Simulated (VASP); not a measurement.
# HfC (NiAs type) (P6_3/mmc) in VASP: relaxation of cell and atoms with PBE

Aim: the relaxation of cell and atoms of HfC (NiAs type) with PBE.

All numbers are computed with VASP 6.6.1; they aren't measurements. Logs are shortened: lines on timing, memory, paths and dates and some standing lists are left out, and cuts for length are marked.

## Step 1: The cell of the first run

It takes space group P6_3/mmc (No. 194, hexagonal). The conventional cell has a = 2.971 Å, b = 2.971 Å, c = 4.606 Å, α = 90.00°, β = 90.00°, γ = 120.00°. Hf (site symmetry -3m) has 6 C at 2.07 Å and 2 Hf at 2.30 Å within 2.7 Å. Within 2.7 Å of C (site symmetry -6m2) lie 6 Hf at 2.07 Å.

## Step 2: Relaxation of cell and atoms, PBE, target pressure 170 GPa, at which the enthalpy is minimised

Contents of INCAR:

```
ALGO = Normal
EDIFF = 1E-6
EDIFFG = -0.005
ENCUT = 600
GGA = PE
IBRION = 2
ISIF = 3
ISMEAR = -1
LASPH = T
LCHARG = F
LREAL = F
LWAVE = F
NELM = 80
NSW = 60
PREC = Accurate
PSTRESS = 1700.0
SIGMA = 0.1
```

Contents of KPOINTS:

```
k-points
0
Gamma
  11 11 6
```

Contents of POSCAR:

```
HfC
1.0
    2.9714260888      0.0000000000      0.0000000000
   -1.4857130444      2.5733304783      0.0000000000
    0.0000000000      0.0000000000      4.6057104376
Hf C
2 2
Direct
    0.0000000000      0.0000000000      0.0000000000
    0.0000000000      0.0000000000      0.5000000000
    0.3333333333      0.6666666667      0.2500000000
    0.6666666667      0.3333333333      0.7500000000
```

Potentials or basis: VASP PAW PBE potentials, release 64 (Hf_pv, C).

The run is started by

```console
cat potpaw_PBE.64/Hf_pv/POTCAR potpaw_PBE.64/C/POTCAR > POTCAR
mpirun -np 1 vasp_std > vasp.out
```

OUTCAR:

```text
EDIFF = 1E-6
   EDIFFG = -0.005
   ENCUT = 600
   GGA = PE
   IBRION = 2
   ISIF = 3
   ISMEAR = -1
   LASPH = T
   LREAL = F
   NELM = 80
   NSW = 60
   PREC = Accurate
   PSTRESS = 1700.0

 ion  position               nearest neighbor table
   1  0.000  0.000  0.000-   3 2.07   4 2.07   3 2.07   4 2.07   4 2.07   3 2.07   2 2.30   2 2.30
                             2 3.76   2 3.76   2 3.76   2 3.76   2 3.76   2 3.76   2 3.76   2 3.76
   2  0.000  0.000  0.500-   3 2.07   4 2.07   3 2.07   4 2.07   4 2.07   3 2.07   1 2.30   1 2.30
                             1 3.76   1 3.76   1 3.76   1 3.76   1 3.76   1 3.76   1 3.76   1 3.76
   3  0.333  0.667  0.250-   1 2.07   2 2.07   1 2.07   2 2.07   1 2.07   2 2.07
   4  0.667  0.333  0.750-   1 2.07   2 2.07   1 2.07   2 2.07   1 2.07   2 2.07

  LATTYP: Found a hexagonal cell.
 ALAT       =     2.9714260888
 C/A-ratio  =     1.5500000000

  Lattice vectors:

 A1 = (   2.9714260888,   0.0000000000,   0.0000000000)
 A2 = (  -1.4857130444,   2.5733304783,   0.0000000000)
 A3 = (   0.0000000000,   0.0000000000,   4.6057104376)

Analysis of symmetry for initial positions (statically):
=====================================================================
 Subroutine PRICEL returns:
 Original cell was already a primitive cell.

 Routine SETGRP: Setting up the symmetry group for a
 hexagonal supercell.

 Subroutine GETGRP returns: Found 24 space group operations
 (whereof 12 operations were pure point group operations)
 out of a pool of 24 trial point group operations.

The static configuration has the point symmetry D_3d.
 The point group associated with its full space group is D_6h.

Analysis of symmetry for dynamics (positions and initial velocities):
=====================================================================
 Subroutine PRICEL returns:
 Original cell was already a primitive cell.

 Routine SETGRP: Setting up the symmetry group for a
 hexagonal supercell.

 Subroutine GETGRP returns: Found 24 space group operations
 (whereof 12 operations were pure point group operations)
 out of a pool of 24 trial point group operations.

The dynamic configuration has the point symmetry D_3d.
 The point group associated with its full space group is D_6h.

 Subroutine INISYM returns: Found 24 space group operations
 (whereof 12 operations are pure point group operations),
 and found     1 'primitive' translations

----------------------------------------------------------------------------------------

                                     Primitive cell

  volume of cell :      35.2174

  direct lattice vectors                    reciprocal lattice vectors
     2.971426089  0.000000000  0.000000000     0.336538743  0.194300734  0.000000000
    -1.485713044  2.573330478  0.000000000     0.000000000  0.388601467  0.000000000
     0.000000000  0.000000000  4.605710438     0.000000000  0.000000000  0.217121769

  length of vectors
     2.971426089  2.971426089  4.605710438     0.388601467  0.388601467  0.217121769

  position of ions in fractional coordinates (direct lattice)
     0.000000000  0.000000000  0.000000000
     0.000000000  0.000000000  0.500000000
     0.333333333  0.666666667  0.250000000
     0.666666667  0.333333333  0.750000000

  ion indices of the primitive-cell ions
   primitive index   ion index
                 1           1
                 2           2
                 3           3
                 4           4

----------------------------------------------------------------------------------------

 KPOINTS: k-points

Automatic generation of k-mesh.
 Grid dimensions read from file:
 generate k-points for:   11   11    6

 Generating k-lattice:

  Cartesian coordinates                     Fractional coordinates (reciprocal lattice)
     0.030594431  0.017663703  0.000000000     0.090909091  0.000000000  0.000000000
     0.000000000  0.035327406  0.000000000     0.000000000  0.090909091  0.000000000
     0.000000000  0.000000000  0.036186962     0.000000000  0.000000000  0.166666667

  Length of vectors
     0.035327406  0.035327406  0.036186962

  Shift w.r.t. Gamma in fractional coordinates (k-lattice)
     0.000000000  0.000000000  0.000000000

 Subroutine IBZKPT returns following result:
 ===========================================

 Found     64 irreducible k-points:

 Following reciprocal coordinates:
            Coordinates               Weight
  0.000000  0.000000  0.000000      1.000000
  0.090909  0.000000  0.000000      6.000000
  0.181818 -0.000000  0.000000      6.000000
  0.272727  0.000000  0.000000      6.000000
  0.363636 -0.000000  0.000000      6.000000
  0.454545  0.000000  0.000000      6.000000
[... 16 lines left out ...]
  0.090909  0.090909  0.166667     12.000000
  0.181818  0.090909  0.166667     24.000000
 [... further k-points ...]
   k-points           NKPTS =     64   k-points in BZ     NKDIM =     64   number of bands    NBANDS=     18
   number of dos      NEDOS =    301   number of ions     NIONS =      4
   total plane-waves  NPLWV =  23040
   dimension x,y,z NGX =    24 NGY =   24 NGZ =   40
   dimension x,y,z NGXF=    48 NGYF=   48 NGZF=   80
   ions per type =               2   2
   NGX,Y,Z   is equivalent  to a cutoff of  13.43, 13.43, 14.44 a.u.
   NGXF,Y,Z  is equivalent  to a cutoff of  26.86, 26.86, 28.88 a.u.
 SYSTEM =  unknown system
   PREC   = accura    normal or accurate (medium, high low for compatibility)
   ISTART =      0    job   : 0-new  1-cont  2-samecut
   ICHARG =      2    charge: 1-file 2-atom 10-const
   ISPIN  =      1    spin polarized calculation?
   LNONCOLLINEAR =      F non collinear calculations
   LSORBIT =      F    spin-orbit coupling
   LASPH  =      T    aspherical Exc in radial PAW
   ENCUT  =  600.0 eV  44.10 Ry    6.64 a.u.   5.93  5.93  9.20*2*pi/ulx,y,z
   NELM   =     80;   NELMIN=  2; NELMDL= -5     # of ELM steps
   EDIFF  = 0.1E-05   stopping-criterion for ELM
   LREAL  =      F    real-space projection
   EDIFFG = -.5E-02   stopping-criterion for IOM
   NSW    =     60    number of steps for IOM
   IBRION =      2    ionic relax: 0-MD 1-quasi-New 2-CG
   NFREE  =      1    steps in history (QN), initial steepest desc. (CG)
   ISIF   =      3    stress and relaxation
   ISYM   =      2    0-nonsym 1-usesym 2-fastsym
   POTIM  = 0.5000    time-step for ionic-motion
   TEBEG  =    0.0;   TEEND  =   0.0 temperature during run
   PSTRESS= 1700.0 pullay stress
   NELECT =      28.0000    total number of electrons
   NUPDOWN=      -1.0000    fix difference up-down
   EMIN   =  10.00;   EMAX   =-10.00  energy-range for DOS
   EFERMI =   0.00;   METHOD = LEGACY
   ISMEAR =    -1;   SIGMA  =   0.10  broadening in eV -4-tet -1-fermi 0-gaus
   EFERMI_NEDOS =   21; number of points for ismear=-14 and -15
   IALGO  =     38    algorithm
   IMIX   =      4    mixing-type and parameters
     AMIX     =   0.40;   BMIX     =  1.00
     AMIX_MAG =   1.60;   BMIX_MAG =  1.00
  volume/ion in A,a.u.               =       8.80        59.41
  Fermi-wavevector in a.u.,A,eV,Ry     =   1.516614  2.865985 31.295016  2.300119
  Thomas-Fermi vector in A             =   2.625980
   LORBIT       =      0    0 simple, 1 ext, 2 COOP (PROOUT), +10 PAW based schemes
   GGA     = PE    functional components
   LHFCALC =     F    Hartree Fock is set to
   AEXX    =    0.0000 exact exchange contribution
   IVDW    =     0    specifies the selected vdW correction
   LEPSILON=     F    determine dielectric tensor
   LRPA    =     F    only Hartree local field effects (RPA)
 conjugate gradient relaxation of ions
 non-spin polarized calculation
  energy-cutoff  :      600.00
  volume of cell :       35.22
 maximum number of plane-waves:      1186
 NGX is ok and might be reduce to    24
   NGX = 11   NGY = 11   NGZ = 19

--------------------------------------- Ionic step        1  -------------------------------------------

 number of electron      27.9999998 magnetization

 Free energy of the ion-electron system (eV)
  ---------------------------------------------------
  ext. energy  EPLUGINS =         0.00000000
  ---------------------------------------------------
  free energy    TOTEN  =       -30.82523952 eV

  energy without entropy =      -30.78374968  energy(sigma->0) =      -30.80449460

------------------------ aborting loop because EDIFF is reached ----------------------------------------

  FORCE on cell =-STRESS in cart. coord.  units (eV):
  Direction    XX          YY          ZZ          XY          YZ          ZX
  --------------------------------------------------------------------------------------
  -------------------------------------------------------------------------------------
  Total       33.4761285     33.4761285     61.5776999      0.0000000     -0.0000000     -0.0000000
  in kB     1522.9606515   1522.9606514   2801.4115764      0.0000000     -0.0000000     -0.0000000
  external PRESSURE =     249.1109598 kB  Pullay stress =    1700.0000000 kB
[... 103 lines left out ...]
  energy  without entropy=      -35.1063488846  energy(sigma->0) =      -35.12524852

  enthalpy is  TOTEN    =         5.2344876236 eV   P V=       40.3786357851

 E-fermi :  10.7312     XC(G=0): -14.8130

 val. band max:       10.7214539047   @ k =   0.0909   0.0909   0.0000
 cond. band min:      10.7671241923   @ k =   0.3636   0.1818   0.0000
 fundamental gap:      0.0456702877
 Fermi energy:        10.7311893407

 k-point     1 :       0.0000    0.0000    0.0000
  band No.  band energies     occupation
      1     -20.6231      2.00000
      2     -17.8054      2.00000
      3     -16.9913      2.00000
      4     -16.9913      2.00000
      5     -16.7343      2.00000
      6     -16.7343      2.00000
[... 481 lines left out ...]
      5     -17.5322      2.00000
      6     -17.2566      2.00000
[... 10 lines left out ...]
     17      14.9803      0.00000
     18      16.1005      0.00000

 [... further k-points ...]

[... ionic steps 4 to 9 ...]

--------------------------------------- Ionic step       10  -------------------------------------------

 number of electron      27.9999999 magnetization

------------------------ aborting loop because EDIFF is reached ----------------------------------------
[... 75 lines left out ...]
--------------------------------------- Ionic step       12  -------------------------------------------

 number of electron      27.9999999 magnetization

 Free energy of the ion-electron system (eV)
  ---------------------------------------------------
  ext. energy  EPLUGINS =         0.00000000
  ---------------------------------------------------
  free energy    TOTEN  =       -33.30272852 eV

  energy without entropy =      -33.26384224  energy(sigma->0) =      -33.28328538

 E-fermi :   8.8899     XC(G=0): -13.9739

 val. band max:        8.8485141572   @ k =   0.1818  -0.0000   0.0000
 cond. band min:       8.9148325121   @ k =   0.2727   0.0000   0.0000
 fundamental gap:      0.0663183549
 Fermi energy:         8.8898783035

 k-point     1 :       0.0000    0.0000    0.0000
  band No.  band energies     occupation
      1     -21.9872      2.00000
      2     -19.4067      2.00000
      3     -19.4067      2.00000
      4     -19.0746      2.00000
      5     -19.0746      2.00000
      6     -19.0317      2.00000
[... 481 lines left out ...]
      5     -19.3463      2.00000
      6     -19.1093      2.00000
[... 10 lines left out ...]
     17      12.9648      0.00000
     18      14.2168      0.00000

 [... further k-points ...]

------------------------ aborting loop because EDIFF is reached ----------------------------------------

  FORCE on cell =-STRESS in cart. coord.  units (eV):
  Direction    XX          YY          ZZ          XY          YZ          ZX
  --------------------------------------------------------------------------------------
  -------------------------------------------------------------------------------------
  Total       38.2861645     38.2861645     38.2947868      0.0000000      0.0000000      0.0000000
  in kB     1700.3485600   1700.3485598   1700.7314894      0.0000000      0.0000000      0.0000000
  external PRESSURE =       0.4762031 kB  Pullay stress =    1700.0000000 kB
[... 23 lines left out ...]
  energy  without entropy=      -33.2638422402  energy(sigma->0) =      -33.28328538

  enthalpy is  TOTEN    =         4.9755875678 eV   P V=       38.2783160925

 reached required accuracy - stopping structural energy minimisation
```

Wall time 11 min (1 thread of Intel Xeon 8259CL, shared host); peak memory 0.21 GiB.

What came out:

| Item | Value |
| --- | --- |
| Free energy | -33.3027 eV |
| Relaxed volume | 9.02 Å³/atom |
| Relaxed cell | a = 2.835 Å, b = 2.835 Å, c = 5.182 Å, α = 90.00°, β = 90.00°, γ = 120.00° |
| Space group after relaxing (to 0.1 Å) | P6_3/mmc (No. 194) |
| Energy change on relaxing (the run minimises the enthalpy) | -619.4 meV/atom |
| Ionic steps | 12 |
| Pressure after relaxing | 170.0 GPa |
| Band gap on the k mesh | zero (bands 14 and 15 overlap by 2.08 eV) |

Step by step:
```
step  energy change (eV)  largest force (eV/Å)  pressure (GPa)  volume (Å³)
   1              0.0000                0.0000          194.91        35.22
   2             -5.3942                0.0000           79.09        41.33
   3             -4.3189                0.0000          133.99        38.06
   4             -4.0179                0.0000          139.73        37.76
   5              4.7705                0.0000          289.12        31.27
   6             -2.6857                0.0000          166.25        36.28
   7             -2.4416                0.0000          170.79        36.04
   8             -2.4778                0.0000          170.14        36.08
   9             -2.5308                0.0000          168.97        36.13
  10             -2.5080                0.0000          169.48        36.10
  11             -2.4175                0.0000          171.13        36.02
  12             -2.4775                0.0000          170.05        36.08
```

Final structure:
```
Hf C
1.0
     2.83519    0.00000    0.00000
    -1.41760    2.45535    0.00000
     0.00000    0.00000    5.18226
Hf C
2 2
Direct
  0.00000 0.00000 0.00000
  0.00000 0.00000 0.50000
  0.33333 0.66667 0.25000
  0.66667 0.33333 0.75000
```

Caveat: the cell is relaxed towards a set pressure, so the run minimises the enthalpy, not the energy; spin-orbit coupling is left out, which moves the levels of the heavy elements.

The gap in the log of VASP goes by the Fermi energy; the results here count the filled bands.